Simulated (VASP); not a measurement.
# Sc (Fm-3m) in VASP: single point with r2SCAN

Aim: the single point of Sc with r2SCAN.

Program: VASP 6.6.1. These are calculated values, not measurements. Logs are shortened: lines on timing, memory, paths and dates and some standing lists are left out, and cuts for length are marked.

**1. The cell of the first run**

The structure is cubic, space group Fm-3m (No. 225). Conventional cell: a = 4.651 Å, b = 4.651 Å, c = 4.651 Å, α = 90.00°, β = 90.00°, γ = 90.00°. Within 4.3 Å of Sc (site symmetry m-3m) lie 12 Sc at 3.29 Å.

**2. Single point, r2SCAN**

POSCAR reads:

```
Sc
1.0
    4.6511950732      0.0000000000      0.0000000000
    0.0000000000      4.6511950732      0.0000000000
    0.0000000000      0.0000000000      4.6511950732
Sc
4
Direct
    0.0000000000      0.0000000000      0.0000000000
    0.0000000000      0.5000000000      0.5000000000
    0.5000000000      0.0000000000      0.5000000000
    0.5000000000      0.5000000000      0.0000000000
```

INCAR.step1 reads:

```
PREC = Accurate
ENCUT = 520
ISMEAR = -1
SIGMA = 0.1
LREAL = False
LASPH = True
NELM = 100
NBANDS = 30
GGA = PE
ALGO = Normal
EDIFF = 1E-4
LWAVE = True
LCHARG = False
```

INCAR.step2 reads:

```
PREC = Accurate
ENCUT = 520
EDIFF = 1E-6
ISMEAR = -1
SIGMA = 0.1
LREAL = False
LASPH = True
NELM = 100
ALGO = Normal
ISIF = 2
LWAVE = False
LCHARG = False
METAGGA = R2SCAN
LMIXTAU = True
NBANDS = 30
ISTART = 1
```

KPOINTS reads:

```
regular mesh
0
Gamma
  6 6 6
```

Potentials or basis: VASP PAW PBE potentials, release 64 (Sc_sv).

On the command line:

```bash
$ cat potpaw_PBE.64/Sc_sv/POTCAR > POTCAR
$ cp INCAR.step1 INCAR
$ mpirun -np 1 vasp_std > vasp.out
$ cp INCAR.step2 INCAR
$ mpirun -np 1 vasp_std > vasp.out
```

OUTCAR:

```text
PREC = Accurate
   ENCUT = 520
   EDIFF = 1E-6
   ISMEAR = -1
   LREAL = False
   LASPH = True
   NELM = 100
   ISIF = 2
   METAGGA = R2SCAN
   ISTART = 1

 ion  position               nearest neighbor table
   1  0.000  0.000  0.000-   2 3.29   3 3.29   4 3.29   2 3.29   3 3.29   2 3.29   4 3.29   2 3.29
                             3 3.29   4 3.29   3 3.29   4 3.29
   2  0.000  0.500  0.500-   1 3.29   3 3.29   4 3.29   1 3.29   4 3.29   1 3.29   3 3.29   1 3.29
                             3 3.29   4 3.29   4 3.29   3 3.29
   3  0.500  0.000  0.500-   1 3.29   2 3.29   4 3.29   1 3.29   4 3.29   2 3.29   4 3.29   4 3.29
                             1 3.29   2 3.29   1 3.29   2 3.29
   4  0.500  0.500  0.000-   1 3.29   2 3.29   3 3.29   2 3.29   3 3.29   1 3.29   3 3.29   3 3.29
                             1 3.29   2 3.29   2 3.29   1 3.29

  LATTYP: Found a simple cubic cell.
 ALAT       =     4.6511950732

  Lattice vectors:

 A1 = (   4.6511950732,   0.0000000000,   0.0000000000)
 A2 = (   0.0000000000,   4.6511950732,   0.0000000000)
 A3 = (   0.0000000000,   0.0000000000,   4.6511950732)

Analysis of symmetry for initial positions (statically):
=====================================================================
 Subroutine PRICEL returns following result:

  LATTYP: Found a face centered cubic cell.
 ALAT       =     4.6511950732

  Lattice vectors:

 A1 = (   2.3255975366,  -2.3255975366,   0.0000000000)
 A2 = (   2.3255975366,   0.0000000000,   2.3255975366)
 A3 = (   0.0000000000,  -2.3255975366,   2.3255975366)

   4 primitive cells build up your supercell.

 Routine SETGRP: Setting up the symmetry group for a
 simple cubic supercell.

 Subroutine GETGRP returns: Found 48 space group operations
 (whereof 48 operations were pure point group operations)
 out of a pool of 48 trial point group operations.

The static configuration has the point symmetry O_h .

Analysis of symmetry for dynamics (positions and initial velocities):
=====================================================================
 Subroutine PRICEL returns following result:

  LATTYP: Found a face centered cubic cell.
 ALAT       =     4.6511950732

  Lattice vectors:

 A1 = (   2.3255975366,  -2.3255975366,   0.0000000000)
 A2 = (   2.3255975366,   0.0000000000,   2.3255975366)
 A3 = (   0.0000000000,  -2.3255975366,   2.3255975366)

   4 primitive cells build up your supercell.

 Routine SETGRP: Setting up the symmetry group for a
 simple cubic supercell.

 Subroutine GETGRP returns: Found 48 space group operations
 (whereof 48 operations were pure point group operations)
 out of a pool of 48 trial point group operations.

The dynamic configuration has the point symmetry O_h .

 Subroutine INISYM returns: Found 48 space group operations
 (whereof 48 operations are pure point group operations),
 and found     4 'primitive' translations

----------------------------------------------------------------------------------------

                                     Primitive cell

  volume of cell :      25.1555

  direct lattice vectors                    reciprocal lattice vectors
     2.325597537 -2.325597537  0.000000000     0.214998508 -0.214998508 -0.214998508
     2.325597537  0.000000000  2.325597537     0.214998508  0.214998508  0.214998508
     0.000000000 -2.325597537  2.325597537    -0.214998508 -0.214998508  0.214998508

  length of vectors
     3.288891577  3.288891577  3.288891577     0.372388339  0.372388339  0.372388339

  position of ions in fractional coordinates (direct lattice)
     0.000000000  0.000000000  0.000000000

  ion indices of the primitive-cell ions
   primitive index   ion index
                 1           1

----------------------------------------------------------------------------------------

 KPOINTS: regular mesh

Automatic generation of k-mesh.
 Grid dimensions read from file:
 generate k-points for:    6    6    6

 Generating k-lattice:

  Cartesian coordinates                     Fractional coordinates (reciprocal lattice)
     0.035833085  0.000000000  0.000000000     0.166666667  0.000000000  0.000000000
     0.000000000  0.035833085  0.000000000     0.000000000  0.166666667  0.000000000
     0.000000000  0.000000000  0.035833085     0.000000000  0.000000000  0.166666667

  Length of vectors
     0.035833085  0.035833085  0.035833085

  Shift w.r.t. Gamma in fractional coordinates (k-lattice)
     0.000000000  0.000000000  0.000000000

 Subroutine IBZKPT returns following result:
 ===========================================

 Found     20 irreducible k-points:

 Following reciprocal coordinates:
            Coordinates               Weight
  0.000000  0.000000  0.000000      1.000000
  0.166667  0.000000  0.000000      6.000000
  0.333333  0.000000  0.000000      6.000000
  0.500000  0.000000  0.000000      3.000000
  0.166667  0.166667  0.000000     12.000000
  0.333333  0.166667  0.000000     24.000000
[... 12 lines left out ...]
  0.500000  0.500000  0.333333      6.000000
  0.500000  0.500000  0.500000      1.000000
   k-points           NKPTS =     20   k-points in BZ     NKDIM =     20   number of bands    NBANDS=     30
   number of dos      NEDOS =    301   number of ions     NIONS =      4
   total plane-waves  NPLWV =  46656
   dimension x,y,z NGX =    36 NGY =   36 NGZ =   36
   dimension x,y,z NGXF=    72 NGYF=   72 NGZF=   72
   ions per type =               4
   NGX,Y,Z   is equivalent  to a cutoff of  12.87, 12.87, 12.87 a.u.
   NGXF,Y,Z  is equivalent  to a cutoff of  25.73, 25.73, 25.73 a.u.
 SYSTEM =  unknown system
   PREC   = accura    normal or accurate (medium, high low for compatibility)
   ISTART =      1    job   : 0-new  1-cont  2-samecut
   ICHARG =      0    charge: 1-file 2-atom 10-const
   ISPIN  =      1    spin polarized calculation?
   LNONCOLLINEAR =      F non collinear calculations
   LSORBIT =      F    spin-orbit coupling
   LASPH  =      T    aspherical Exc in radial PAW
   ENCUT  =  520.0 eV  38.22 Ry    6.18 a.u.   8.65  8.65  8.65*2*pi/ulx,y,z
   NELM   =    100;   NELMIN=  2; NELMDL=  0     # of ELM steps
   EDIFF  = 0.1E-05   stopping-criterion for ELM
   LREAL  =      F    real-space projection
   EDIFFG = 0.1E-04   stopping-criterion for IOM
   NSW    =      0    number of steps for IOM
   IBRION =     -1    ionic relax: 0-MD 1-quasi-New 2-CG
   NFREE  =      0    steps in history (QN), initial steepest desc. (CG)
   ISIF   =      2    stress and relaxation
   ISYM   =      2    0-nonsym 1-usesym 2-fastsym
   POTIM  = 0.5000    time-step for ionic-motion
   TEBEG  =    0.0;   TEEND  =   0.0 temperature during run
   PSTRESS=    0.0 pullay stress
   NELECT =      44.0000    total number of electrons
   NUPDOWN=      -1.0000    fix difference up-down
   EMIN   =  10.00;   EMAX   =-10.00  energy-range for DOS
   EFERMI =   0.00;   METHOD = LEGACY
   ISMEAR =    -1;   SIGMA  =   0.10  broadening in eV -4-tet -1-fermi 0-gaus
   EFERMI_NEDOS =   21; number of points for ismear=-14 and -15
   IALGO  =     38    algorithm
   IMIX   =      4    mixing-type and parameters
     AMIX     =   0.40;   BMIX     =  1.00
     AMIX_MAG =   1.60;   BMIX_MAG =  1.00
  volume/ion in A,a.u.               =      25.16       169.76
  Fermi-wavevector in a.u.,A,eV,Ry     =   1.242590  2.348155 21.007800  1.544030
  Thomas-Fermi vector in A             =   2.376938
   LORBIT       =      0    0 simple, 1 ext, 2 COOP (PROOUT), +10 PAW based schemes
   METAGGA = R2SCAN    functional components
   LHFCALC =     F    Hartree Fock is set to
   AEXX    =    0.0000 exact exchange contribution
   IVDW    =     0    specifies the selected vdW correction
   LEPSILON=     F    determine dielectric tensor
   LRPA    =     F    only Hartree local field effects (RPA)
 non-spin polarized calculation
  energy-cutoff  :      520.00
  volume of cell :      100.62
 maximum number of plane-waves:      2800
 NGX is ok and might be reduce to    36
   NGX = 17   NGY = 17   NGZ = 17

 number of electron      43.9999974 magnetization

 Free energy of the ion-electron system (eV)
  ---------------------------------------------------
  ext. energy  EPLUGINS =         0.00000000
  ---------------------------------------------------
  free energy    TOTEN  =       -45.31913757 eV

  energy without entropy =      -45.08033153  energy(sigma->0) =      -45.19973455

 E-fermi :   3.6676     XC(G=0): -10.5257

 val. band max:        3.6642437007   @ k =   0.5000   0.5000   0.3333
 cond. band min:       3.6711160780   @ k =   0.5000   0.5000   0.5000
 fundamental gap:      0.0068723773
 Fermi energy:         3.6676227703

 k-point     1 :       0.0000    0.0000    0.0000
  band No.  band energies     occupation
      1     -47.9508      2.00000
      2     -47.8755      2.00000
      3     -47.8755      2.00000
      4     -47.8755      2.00000
      5     -25.7542      2.00000
      6     -25.7542      2.00000
[... 22 lines left out ...]
     29       5.4566      0.00000
     30       6.8545      0.00000

 k-point     2 :       0.1667    0.0000    0.0000
  band No.  band energies     occupation
      1     -47.9458      2.00000
      2     -47.8805      2.00000
      3     -47.8754      2.00000
      4     -47.8754      2.00000
      5     -25.7394      2.00000
      6     -25.7394      2.00000
[... 22 lines left out ...]
     29       5.5299      0.00000
     30       6.6632      0.00000

 k-point     3 :       0.3333    0.0000    0.0000
  band No.  band energies     occupation
      1     -47.9320      2.00000
      2     -47.8943      2.00000
      3     -47.8754      2.00000
      4     -47.8754      2.00000
      5     -25.6989      2.00000
      6     -25.6989      2.00000
[... 22 lines left out ...]
     29       5.8351      0.00000
     30       6.1482      0.00000

 k-point     4 :       0.5000    0.0000    0.0000
  band No.  band energies     occupation
      1     -47.9131      2.00000
      2     -47.9131      2.00000
      3     -47.8753      2.00000
      4     -47.8753      2.00000
      5     -25.6432      2.00000
      6     -25.6432      2.00000
[... 484 lines left out ...]
     29       5.5277      0.00000
     30       5.5404      0.00000

 k-point    19 :       0.5000    0.5000    0.3333
  band No.  band energies     occupation
      1     -47.8940      2.00000
      2     -47.8940      2.00000
      3     -47.8940      2.00000
      4     -47.8940      2.00000
      5     -25.7596      2.00000
      6     -25.7596      2.00000
[... 22 lines left out ...]
     29       5.4413      0.00000
     30       5.4413      0.00000

 k-point    20 :       0.5000    0.5000    0.5000
  band No.  band energies     occupation
      1     -47.8940      2.00000
      2     -47.8940      2.00000
      3     -47.8940      2.00000
      4     -47.8940      2.00000
      5     -25.7792      2.00000
      6     -25.7792      2.00000
[... 22 lines left out ...]
     29       5.3174      0.00000
     30       5.3174      0.00000

------------------------ aborting loop because EDIFF is reached ----------------------------------------

  FORCE on cell =-STRESS in cart. coord.  units (eV):
  Direction    XX          YY          ZZ          XY          YZ          ZX
  --------------------------------------------------------------------------------------
  -------------------------------------------------------------------------------------
  Total        0.1179510      0.1179510      0.1179510     -0.0000000     -0.0000000     -0.0000000
  in kB        1.8780988      1.8780988      1.8780988     -0.0000000     -0.0000000     -0.0000000
  external PRESSURE =       1.8780988 kB  Pullay stress =       0.0000000 kB

 VOLUME and BASIS-vectors are now :
 -----------------------------------------------------------------------------
  energy-cutoff  :      520.00
  volume of cell :      100.62
      direct lattice vectors                 reciprocal lattice vectors
     4.651195073  0.000000000  0.000000000     0.214998508  0.000000000  0.000000000
     0.000000000  4.651195073  0.000000000     0.000000000  0.214998508  0.000000000
     0.000000000  0.000000000  4.651195073     0.000000000  0.000000000  0.214998508

 POSITION                                       TOTAL-FORCE (eV/Angst)
 -----------------------------------------------------------------------------------
      0.00000      0.00000      0.00000         0.000000     -0.000000      0.000000
      0.00000      2.32560      2.32560         0.000000      0.000000      0.000000
      2.32560      0.00000      2.32560        -0.000000     -0.000000      0.000000
      2.32560      2.32560      0.00000        -0.000000      0.000000     -0.000000
 -----------------------------------------------------------------------------------
    total drift:                                0.000000      0.000000      0.000000

  FREE ENERGIE OF THE ION-ELECTRON SYSTEM (eV)
  ---------------------------------------------------
  free  energy   TOTEN  =       -45.3191375680 eV

  energy  without entropy=      -45.0803315250  energy(sigma->0) =      -45.19973455
```

Wall time 1.8 min (1 thread of Intel Xeon Platinum 8488C (Sapphire Rapids), shared host); peak memory 0.23 GiB.

Results:

```yaml
Free_energy: -45.3191 eV
Pressure: 0.2 GPa
Band_gap_on_the_k_mesh: zero (band 22 reaches 4.05 eV, above the bottom of band 23 at 3.10 eV)
```

Caveat: the PAW data sets were made with another functional, which shifts forces and pressure a little.
